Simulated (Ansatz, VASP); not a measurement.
**In2Ga3: VASP beside Ansatz**

```xyz
5
Lattice="-2.8358 2.8358 3.8586 2.8358 -2.8358 3.8586 2.8358 2.8358 -3.8586" Properties=species:S:1:pos:R:3 pbc="T T T"
In    0.0000    2.8358    0.0000
In    2.8358    0.0000    0.0000
Ga    0.0000    0.0000    2.5470
Ga    0.0000    0.0000    5.1703
Ga    0.0000    0.0000    0.0000
```

Alike in both runs: functional PBE; k mesh 10 × 10 × 10; occupations gaussian, width 0.1 eV; no spin polarisation.

Ansatz relaxed the structure, and its values are those at the end. VASP's run is a single point on that final structure, the one shown.

|  | VASP | Ansatz |
| --- | --- | --- |
| version | VASP 6.6.1 | Ansatz 0.2.0 |
| potentials or method | VASP PAW PBE potentials, release 64 (In_d, Ga_d), cutoff 520 eV | scalar-relativistic, plane waves, PAW |
| valence electrons in the cell | 65 | 65 |

```csv
,VASP,Ansatz,Ansatz less VASP
gap on the k mesh at the Fermi level (eV),none,none,-
pressure (GPa),0.0,0.0,-0.03
```

A gap of «none» marks a metal or a gap that the smearing closes.
